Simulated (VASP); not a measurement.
The system is Al.

```
CELL_PARAMETERS angstrom
-1.59122 1.59122 1.59122
1.59122 -1.59122 1.59122
1.59122 1.59122 -1.59122
ATOMIC_POSITIONS crystal
Al 0.00000 0.00000 0.00000
```

Base run:

* Program: VASP 6.6.1
* Functional: RPBE
* Potentials or basis: VASP PAW PBE potentials, release 64 (Al)
* Cutoff: 520 eV
* k mesh: 12 × 12 × 12
* Occupations: fermi-dirac, width 0.05 eV
* Spin: no spin polarisation

Its results: pressure 5.1 GPa.

Task: The run is repeated on the same cell with these changes: functional from RPBE to PBE; occupations from fermi-dirac, width 0.05 eV to gaussian, width 0.026 eV. What comes out?

Result: Pressure 3.9 GPa.

Caveats: the PAW data sets were made with another functional, which shifts forces and pressure a little (some runs).
